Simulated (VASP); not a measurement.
SnO: single point with PBE

The system is SnO.

```
Sn O
1.0
     3.94563    0.00000    0.00000
     0.00000    3.84892    0.00000
     0.00000    0.00000    5.04091
Sn O
2 2
Direct
  0.00000 0.50000 0.22878
  0.50000 0.00000 0.77122
  0.50000 0.50000 0.00000
  0.00000 0.00000 0.00000
```

This cell differs from its parent crystal: uniaxial strain along a: +2.0 %.

```
Program             : VASP 6.6.1
Task                : single point
Functional          : PBE
Potentials or basis : VASP PAW PBE potentials, release 64 (Sn_d, O)
Cutoff              : 520 eV
k mesh              : 10 × 10 × 8
Occupations         : gaussian, width 0.01 eV
Spin                : no spin polarisation
```

```
Pressure               : -0.7 GPa
Largest force          : 0.146 eV/Å
Band gap on the k mesh : 0.56 eV (least direct gap 1.91 eV)
```

Forces on the atoms (eV/Å):
```
Sn   0.000  0.000  0.017
Sn   0.000  0.000 -0.017
O    0.000  0.000  0.146
O    0.000  0.000 -0.146
```

Stress tensor (GPa, compression positive):
```
-1.73  0.00  0.00
 0.00 -0.38  0.00
 0.00  0.00 -0.04
```

Levels at points of the mesh, in eV from the valence-band top:
```csv
k point,band 16,band 17,band 18,band 19,band 20,band 21,band 22,band 23,band 24,band 25
"(0.00, 0.00, 0.00)",-5.66,-3.05,-2.90,-2.75,-0.02,1.89,4.13,4.72,5.10,5.37
"(0.50, 0.00, 0.00)",-4.49,-4.39,-4.39,-2.26,-2.26,3.07,3.07,5.57,5.57,6.06
"(0.00, 0.50, 0.00)",-4.49,-4.38,-4.38,-2.22,-2.22,3.11,3.11,5.74,5.74,5.75
"(0.50, 0.50, 0.00)",-4.60,-2.20,-2.20,-1.67,-1.67,0.56,0.56,4.64,4.64,6.86
"(0.00, 0.00, 0.50)",-3.41,-3.07,-2.91,-2.77,-1.80,1.68,3.10,3.54,3.69,7.59
"(0.50, 0.00, 0.50)",-4.87,-4.36,-4.36,-1.44,-1.44,2.48,2.48,5.68,5.68,6.27
"(0.00, 0.50, 0.50)",-4.91,-4.35,-4.35,-1.46,-1.46,2.59,2.59,5.37,5.37,6.44
"(0.50, 0.50, 0.50)",-4.94,-2.30,-2.30,-2.19,-2.19,2.68,2.68,3.80,3.80,5.48
```

It took 5.3 min on 1 thread of Intel(R) Xeon(R) Platinum 8488C (Sapphire Rapids), on a shared host, peak memory 0.41 GiB.

Caveat: the cell differs from its parent crystal (uniaxial strain along a: +2.0 %); spin-orbit coupling is left out, which moves the levels of the heavy elements. A k mesh can miss the band edges.
